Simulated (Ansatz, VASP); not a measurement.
ZnCd2O3 in VASP and in Ansatz

```xyz
6
Lattice="3.2586 0.0000 0.0000 -1.6293 2.8221 0.0000 0.0000 0.0000 8.0670" Properties=species:S:1:pos:R:3 pbc="T T T"
Zn    0.0000    0.0000    0.0000
Cd    0.0000    1.8814    5.4554
Cd    1.6293    0.9407    2.6116
O     1.6293    0.9407    6.9029
O     0.0000    0.0000    4.0335
O     0.0000    1.8814    1.1640
```

Alike in both runs: task single point; functional PBE; k mesh 6 × 6 × 2; occupations gaussian, width 0.1 eV; no spin polarisation.

```csv
,VASP,Ansatz
version,VASP 6.6.1,Ansatz 0.2.0
potentials or method,"VASP PAW PBE potentials, release 64 (Zn, Cd_sv_GW, O), cutoff 700 eV","scalar-relativistic, plane waves, PAW"
valence electrons in the cell,70,70
```

VASP gave:

| Quantity | Value |
| --- | --- |
| gap on the k mesh at the Fermi level (eV) | none |
| pressure (GPa) | 0.1 |
| rms of the force components (eV/Å) | 0.007 |

Task: What did Ansatz give for the same quantities?

Result: gap on the k mesh at the Fermi level (eV): none; pressure (GPa): 0.1; rms of the force components (eV/Å): 0.004.

Atom by atom the forces differ by 0.009 eV/Å (rms over components). A gap of «none» marks a metal or a gap that the smearing closes.

The k mesh is coarse, so the values compare programs but aren't converged.
